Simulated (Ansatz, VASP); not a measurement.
# One calculation of In3Se, two programs

```xyz
4
Lattice="4.4188 0.0000 0.0000 0.0000 4.7009 0.0000 0.0000 0.0000 4.7009" Properties=species:S:1:pos:R:3 pbc="T T T"
In    0.0000    2.3504    2.3504
In    2.2094    0.0000    2.3504
In    2.2094    2.3504    0.0000
Se    0.0000    0.0000    0.0000
```

Change from the starting cell: strain -0.0600 x Voigt [1, 0, 0, 0, 0, 0], atoms carried along.

Alike in both runs: task single point; functional PBE; dispersion D3(BJ); k mesh 10 × 10 × 10; occupations gaussian, width 0.15 eV; no spin polarisation.

|  | VASP | Ansatz |
| --- | --- | --- |
| version | VASP 6.6.1 | Ansatz 0.2.0 |
| potentials or method | VASP PAW PBE potentials, release 64 (In_d, Se), cutoff 520 eV | scalar-relativistic, plane waves, PAW |
| valence electrons in the cell | 45 | 55 |

```tsv
	VASP	Ansatz	Ansatz less VASP
gap on the k mesh at the Fermi level (eV)	none	none	-
pressure (GPa)	2.9	2.9	+0.01
traceless stress, the component that is largest in VASP (GPa)	0.14	0.14	-0.001
```

A gap of «none» marks a metal or a gap that the smearing closes. VASP's potentials hold 45 valence electrons a cell and Ansatz's 55, so a difference there can come from the potentials and not from the codes.
